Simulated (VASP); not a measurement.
# Rb (Im-3m) in VASP: further runs

The runs below take Rb through single point, with r2SCAN.

Program: VASP 6.6.1. These are calculated values, not measurements. Logs are shortened: lines on timing, memory, paths and dates and some standing lists are left out, and cuts for length are marked.

**1. The cell of the first run**

Symmetry: Im-3m, No. 229, cubic system. The conventional cell has a = 5.735 Å, b = 5.735 Å, c = 5.735 Å, α = 90.00°, β = 90.00°, γ = 90.00°.

**2. Single point, r2SCAN**

POSCAR

```
Rb
1.0
   -2.8677202310      2.8677202310      2.8677202310
    2.8677202310     -2.8677202310      2.8677202310
    2.8677202310      2.8677202310     -2.8677202310
Rb
1
Direct
    0.0000000000      0.0000000000      0.0000000000
```

INCAR.step1

```
SYSTEM = Rb
ALGO = Normal
EDIFF = 1E-4
ENCUT = 520
GGA = PE
ISMEAR = 1
LASPH = .True.
LCHARG = .False.
LREAL = .False.
LWAVE = .True.
NBANDS = 10
NELM = 100
PREC = Accurate
SIGMA = 0.3
```

INCAR.step2

```
SYSTEM = Rb
ALGO = Normal
EDIFF = 1E-6
ENCUT = 520
ISIF = 2
ISMEAR = 1
ISTART = 1
LASPH = .True.
LCHARG = .True.
LELF = .True.
LMIXTAU = .True.
LREAL = .False.
LVHAR = .True.
LWAVE = .False.
METAGGA = R2SCAN
NBANDS = 10
NELM = 100
PREC = Accurate
SIGMA = 0.3
```

KPOINTS

```
k-points
0
Gamma
  8 8 8
  0 0 0
```

Potentials or basis: VASP PAW PBE potentials, release 64 (Rb_sv).

On the command line:

```
> cat potpaw_PBE.64/Rb_sv/POTCAR > POTCAR
> cp INCAR.step1 INCAR
> mpirun -np 1 vasp_std > vasp.out
> cp INCAR.step2 INCAR
> mpirun -np 1 vasp_std > vasp.out
```

OUTCAR:

```text
SYSTEM = Rb
   EDIFF = 1E-6
   ENCUT = 520
   ISIF = 2
   ISMEAR = 1
   ISTART = 1
   LASPH = .True.
   LREAL = .False.
   METAGGA = R2SCAN
   NELM = 100
   PREC = Accurate

 ion  position               nearest neighbor table
   1  0.000  0.000  0.000-

  LATTYP: Found a body centered cubic cell.
 ALAT       =     5.7354404620

  Lattice vectors:

 A1 = (  -2.8677202310,   2.8677202310,   2.8677202310)
 A2 = (   2.8677202310,  -2.8677202310,   2.8677202310)
 A3 = (   2.8677202310,   2.8677202310,  -2.8677202310)

Analysis of symmetry for initial positions (statically):
=====================================================================
 Subroutine PRICEL returns:
 Original cell was already a primitive cell.

 Routine SETGRP: Setting up the symmetry group for a
 body centered cubic supercell.

 Subroutine GETGRP returns: Found 48 space group operations
 (whereof 48 operations were pure point group operations)
 out of a pool of 48 trial point group operations.

The static configuration has the point symmetry O_h .

Analysis of symmetry for dynamics (positions and initial velocities):
=====================================================================
 Subroutine PRICEL returns:
 Original cell was already a primitive cell.

 Routine SETGRP: Setting up the symmetry group for a
 body centered cubic supercell.

 Subroutine GETGRP returns: Found 48 space group operations
 (whereof 48 operations were pure point group operations)
 out of a pool of 48 trial point group operations.

The dynamic configuration has the point symmetry O_h .

 Subroutine INISYM returns: Found 48 space group operations
 (whereof 48 operations are pure point group operations),
 and found     1 'primitive' translations

----------------------------------------------------------------------------------------

                                     Primitive cell

  volume of cell :      94.3345

  direct lattice vectors                    reciprocal lattice vectors
    -2.867720231  2.867720231  2.867720231     0.000000000  0.174354525  0.174354525
     2.867720231 -2.867720231  2.867720231     0.174354525  0.000000000  0.174354525
     2.867720231  2.867720231 -2.867720231     0.174354525  0.174354525  0.000000000

  length of vectors
     4.967037142  4.967037142  4.967037142     0.246574535  0.246574535  0.246574535

  position of ions in fractional coordinates (direct lattice)
     0.000000000  0.000000000  0.000000000

  ion indices of the primitive-cell ions
   primitive index   ion index
                 1           1

----------------------------------------------------------------------------------------

 KPOINTS: k-points

Automatic generation of k-mesh.
 Grid dimensions read from file:
 generate k-points for:    8    8    8

 Generating k-lattice:

  Cartesian coordinates                     Fractional coordinates (reciprocal lattice)
     0.000000000  0.021794316  0.021794316     0.125000000  0.000000000  0.000000000
     0.021794316  0.000000000  0.021794316     0.000000000  0.125000000  0.000000000
     0.021794316  0.021794316  0.000000000     0.000000000  0.000000000  0.125000000

  Length of vectors
     0.030821817  0.030821817  0.030821817

  Shift w.r.t. Gamma in fractional coordinates (k-lattice)
     0.000000000  0.000000000  0.000000000

 Subroutine IBZKPT returns following result:
 ===========================================

 Found     29 irreducible k-points:

 Following reciprocal coordinates:
            Coordinates               Weight
  0.000000  0.000000  0.000000      1.000000
  0.125000  0.000000  0.000000     12.000000
  0.250000  0.000000  0.000000     12.000000
  0.375000  0.000000  0.000000     12.000000
  0.500000  0.000000  0.000000      6.000000
  0.125000  0.125000  0.000000     24.000000
[... 16 lines left out ...]
 -0.250000  0.250000  0.250000      6.000000
 -0.375000  0.375000  0.250000     24.000000
 [... further k-points ...]
   k-points           NKPTS =     29   k-points in BZ     NKDIM =     29   number of bands    NBANDS=     10
   number of dos      NEDOS =    301   number of ions     NIONS =      1
   total plane-waves  NPLWV =  64000
   dimension x,y,z NGX =    40 NGY =   40 NGZ =   40
   dimension x,y,z NGXF=    80 NGYF=   80 NGZF=   80
   ions per type =               1
   NGX,Y,Z   is equivalent  to a cutoff of  13.39, 13.39, 13.39 a.u.
   NGXF,Y,Z  is equivalent  to a cutoff of  26.78, 26.78, 26.78 a.u.
 SYSTEM =  Rb
   PREC   = accura    normal or accurate (medium, high low for compatibility)
   ISTART =      1    job   : 0-new  1-cont  2-samecut
   ICHARG =      0    charge: 1-file 2-atom 10-const
   ISPIN  =      1    spin polarized calculation?
   LNONCOLLINEAR =      F non collinear calculations
   LSORBIT =      F    spin-orbit coupling
   LASPH  =      T    aspherical Exc in radial PAW
   ENCUT  =  520.0 eV  38.22 Ry    6.18 a.u.   9.24  9.24  9.24*2*pi/ulx,y,z
   NELM   =    100;   NELMIN=  2; NELMDL=  0     # of ELM steps
   EDIFF  = 0.1E-05   stopping-criterion for ELM
   LREAL  =      F    real-space projection
   EDIFFG = 0.1E-04   stopping-criterion for IOM
   NSW    =      0    number of steps for IOM
   IBRION =     -1    ionic relax: 0-MD 1-quasi-New 2-CG
   NFREE  =      0    steps in history (QN), initial steepest desc. (CG)
   ISIF   =      2    stress and relaxation
   ISYM   =      2    0-nonsym 1-usesym 2-fastsym
   POTIM  = 0.5000    time-step for ionic-motion
   TEBEG  =    0.0;   TEEND  =   0.0 temperature during run
   PSTRESS=    0.0 pullay stress
   NELECT =       9.0000    total number of electrons
   NUPDOWN=      -1.0000    fix difference up-down
   EMIN   =  10.00;   EMAX   =-10.00  energy-range for DOS
   EFERMI =   0.00;   METHOD = LEGACY
   ISMEAR =     1;   SIGMA  =   0.30  broadening in eV -4-tet -1-fermi 0-gaus
   EFERMI_NEDOS =   21; number of points for ismear=-14 and -15
   IALGO  =     38    algorithm
   IMIX   =      4    mixing-type and parameters
     AMIX     =   0.40;   BMIX     =  1.00
     AMIX_MAG =   1.60;   BMIX_MAG =  1.00
  volume/ion in A,a.u.               =      94.33       636.60
  Fermi-wavevector in a.u.,A,eV,Ry     =   0.748053  1.413615  7.613588  0.559583
  Thomas-Fermi vector in A             =   1.844251
   LORBIT       =      0    0 simple, 1 ext, 2 COOP (PROOUT), +10 PAW based schemes
   METAGGA = R2SCAN    functional components
   LHFCALC =     F    Hartree Fock is set to
   AEXX    =    0.0000 exact exchange contribution
   IVDW    =     0    specifies the selected vdW correction
   LEPSILON=     F    determine dielectric tensor
   LRPA    =     F    only Hartree local field effects (RPA)
 non-spin polarized calculation
 Methfessel and Paxton  Order N= 1 SIGMA  =   0.30
  energy-cutoff  :      520.00
  volume of cell :       94.33
 maximum number of plane-waves:      2556
 NGX is ok and might be reduce to    40
   NGX = 19   NGY = 19   NGZ = 19

 number of electron       9.0000000 magnetization

 Free energy of the ion-electron system (eV)
  ---------------------------------------------------
  ext. energy  EPLUGINS =         0.00000000
  ---------------------------------------------------
  free energy    TOTEN  =       -13.91581912 eV

  energy without entropy =      -13.91091126  energy(sigma->0) =      -13.91418316

 E-fermi :   0.0064     XC(G=0):  -5.6343

 val. band max:       -0.0317479119   @ k =   0.2500   0.2500   0.0000
 cond. band min:       0.0942499652   @ k =  -0.3750   0.3750   0.2500
 fundamental gap:      0.1259978771
 Fermi energy:         0.0063778993

 k-point     1 :       0.0000    0.0000    0.0000
  band No.  band energies     occupation
      1     -30.1074      2.00000
      2     -13.5997      2.00000
      3     -13.5997      2.00000
      4     -13.5997      2.00000
      5      -2.0551      2.00000
      6       4.0694     -0.00000
      7       4.0694     -0.00000
      8       4.0694     -0.00000
      9       5.0261     -0.00000
     10       5.0261     -0.00000

 k-point     2 :       0.1250    0.0000    0.0000
  band No.  band energies     occupation
      1     -30.1068      2.00000
      2     -13.6127      2.00000
      3     -13.6039      2.00000
      4     -13.5997      2.00000
      5      -1.8663      2.00000
      6       3.6814     -0.00000
      7       3.7955     -0.00000
      8       4.2397     -0.00000
      9       4.7467     -0.00000
     10       4.9380     -0.00000

 k-point     3 :       0.2500    0.0000    0.0000
  band No.  band energies     occupation
      1     -30.1054      2.00000
      2     -13.6436      2.00000
      3     -13.6139      2.00000
      4     -13.5998      2.00000
      5      -1.3242      2.00000
      6       2.6551     -0.00000
      7       3.3231     -0.00000
      8       4.7391     -0.00000
      9       4.8458     -0.00000
     10       4.8824     -0.00000

 k-point     4 :       0.3750    0.0000    0.0000
  band No.  band energies     occupation
      1     -30.1041      2.00000
      2     -13.6740      2.00000
      3     -13.6239      2.00000
      4     -13.5999      2.00000
      5      -0.5016      2.03769
      6       1.5876     -0.00000
      7       2.9771     -0.00000
      8       4.8519     -0.00000
      9       5.0589     -0.00000
     10       5.5300     -0.00000
[... 222 lines left out ...]
 k-point    22 :       0.2500    0.2500    0.2500
  band No.  band energies     occupation
      1     -30.1033      2.00000
      2     -13.6420      2.00000
      3     -13.6420      2.00000
      4     -13.6420      2.00000
      5       1.3225     -0.00000
      6       1.3225     -0.00000
      7       1.3225     -0.00000
      8       3.0658     -0.00000
      9       5.8078     -0.00000
     10       5.8078     -0.00000

 k-point    23 :      -0.2500    0.2500    0.2500
  band No.  band energies     occupation
      1     -30.1037      2.00000
      2     -13.6450      2.00000
      3     -13.6293      2.00000
      4     -13.6293      2.00000
      5      -0.6521      2.00811
      6       2.4927     -0.00000
      7       3.2982     -0.00000
      8       3.2982     -0.00000
      9       4.8657     -0.00000
     10       4.9732     -0.00000

 k-point    24 :      -0.3750    0.3750    0.2500
  band No.  band energies     occupation
      1     -30.1025      2.00000
      2     -13.6640      2.00000
      3     -13.6400      2.00000
      4     -13.6316      2.00000
      5       0.0942      0.52704
      6       1.7888     -0.00000
      7       3.1766     -0.00000
      8       3.1881     -0.00000
      9       4.3775     -0.00000
     10       5.5774     -0.00000

 [... further k-points ...]

------------------------ aborting loop because EDIFF is reached ----------------------------------------

  FORCE on cell =-STRESS in cart. coord.  units (eV):
  Direction    XX          YY          ZZ          XY          YZ          ZX
  --------------------------------------------------------------------------------------
  -------------------------------------------------------------------------------------
  Total        0.0138590      0.0138590      0.0138590     -0.0000000      0.0000000     -0.0000000
  in kB        0.2353806      0.2353806      0.2353806     -0.0000000      0.0000000     -0.0000000
  external PRESSURE =       0.2353806 kB  Pullay stress =       0.0000000 kB

 VOLUME and BASIS-vectors are now :
 -----------------------------------------------------------------------------
  energy-cutoff  :      520.00
  volume of cell :       94.33
      direct lattice vectors                 reciprocal lattice vectors
    -2.867720231  2.867720231  2.867720231     0.000000000  0.174354525  0.174354525
     2.867720231 -2.867720231  2.867720231     0.174354525  0.000000000  0.174354525
     2.867720231  2.867720231 -2.867720231     0.174354525  0.174354525  0.000000000

 POSITION                                       TOTAL-FORCE (eV/Angst)
 -----------------------------------------------------------------------------------
      0.00000      0.00000      0.00000         0.000000     -0.000000     -0.000000
 -----------------------------------------------------------------------------------
    total drift:                                0.000000      0.000000     -0.000000

  FREE ENERGIE OF THE ION-ELECTRON SYSTEM (eV)
  ---------------------------------------------------
  free  energy   TOTEN  =       -13.9158191167 eV

  energy  without entropy=      -13.9109112603  energy(sigma->0) =      -13.91418316
```

Run time: 3.7 min. Hardware: 1 thread of Intel Xeon 8259CL, shared host; peak memory 0.25 GiB.

What came out:

- Free energy: -13.9158 eV
- Pressure: 0.0 GPa
- Band gap on the k mesh: zero (an odd number of electrons rules out a gap without spin polarisation)

Caveat: so wide a smearing shifts energies and pressures; the PAW data sets were made with another functional, which shifts forces and pressure a little.

**3. Single point, r2SCAN**

POSCAR is that of step 2.

INCAR.step1

```
  PREC = Accurate
  ENCUT = 520
  ISMEAR = -1
  SIGMA = 0.1
  LREAL = F
  LASPH = T
  NELM = 80
  NBANDS = 10
  GGA = PE
  ALGO = Normal
  EDIFF = 1E-4
  LWAVE = T
  LCHARG = F
```

INCAR.step2

```
  PREC = Accurate
  ENCUT = 520
  EDIFF = 1E-6
  ISMEAR = -1
  SIGMA = 0.1
  LREAL = F
  LASPH = T
  NELM = 80
  ALGO = Normal
  ISIF = 2
  LWAVE = F
  LCHARG = F
  METAGGA = R2SCAN
  LMIXTAU = T
  NBANDS = 10
  ISTART = 1
```

KPOINTS

```
regular mesh
0
Gamma
  11 11 11
```

Potentials or basis: VASP PAW PBE potentials, release 64 (Rb_sv).

On the command line:

```
> cat potpaw_PBE.64/Rb_sv/POTCAR > POTCAR
> cp INCAR.step1 INCAR
> mpirun -np 1 vasp_std > vasp.out
> cp INCAR.step2 INCAR
> mpirun -np 1 vasp_std > vasp.out
```

It took 5.9 min on 1 thread of Intel Xeon 8259CL, shared host; peak memory 0.27 GiB.

It converged, with:

```yaml
Free_energy: -13.9333 eV
Pressure: 0.0 GPa
Band_gap_on_the_k_mesh: zero (an odd number of electrons rules out a gap without spin polarisation)
```

Levels at points of the mesh, in eV from the Fermi level:
```
           k point  band 2  band 3  band 4  band 5  band 6  band 7
(0.00, 0.00, 0.00)  -13.60  -13.60  -13.60   -2.06    4.07    4.07
```

Caveat: the PAW data sets were made with another functional, which shifts forces and pressure a little.
